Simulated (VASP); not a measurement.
The system is RbAsS3.

```
CELL_PARAMETERS angstrom
5.47182 0.00000 0.00000
0.00000 5.47182 0.00000
0.00000 0.00000 5.47182
ATOMIC_POSITIONS crystal
Rb 0.00000 0.00000 0.00000
As 0.50000 0.50000 0.50000
S 0.00000 0.50000 0.50000
S 0.50000 0.00000 0.50000
S 0.50000 0.50000 0.00000
```

- Program: VASP 6.6.1
- Task: relaxation of cell and atoms
- Functional: PBEsol
- Potentials or basis: VASP PAW PBE potentials, release 64 (Rb_sv, As, S)
- Cutoff: 600 eV
- k mesh: 4 × 4 × 4
- Occupations: fermi-dirac, width 0.03 eV
- Spin: no spin polarisation

At the start: pressure -7.9 GPa; volume 32.77 Å³/atom.

Problem. Where does the relaxation end?

Solution. Over 5 steps the energy falls by 344.7 meV/atom and the volume is 22.58 Å³/atom (-31.1 %); space group Pm-3m (No. 221, to 0.05 Å).

Step by step:
```csv
step,energy change (eV),largest force (eV/Å),pressure (GPa),volume (Å³)
1,0.0000,0.0000,-7.91,163.83
2,-1.4643,0.0000,-4.61,128.41
3,-1.7230,0.0000,-0.23,113.37
4,-1.7232,0.0000,0.17,112.48
5,-1.7234,0.0000,-0.03,112.91
```

Final structure:
```
CELL_PARAMETERS angstrom
4.83337 0.00000 0.00000
0.00000 4.83337 0.00000
0.00000 0.00000 4.83337
ATOMIC_POSITIONS crystal
Rb 0.00000 0.00000 0.00000
As 0.50000 0.50000 0.50000
S 0.00000 0.50000 0.50000
S 0.50000 0.00000 0.50000
S 0.50000 0.50000 0.00000
```

Caveat: the volume moved by over 15 % at a fixed basis, so the end points are rough; the PAW data sets were made with another functional, which shifts forces and pressure a little.
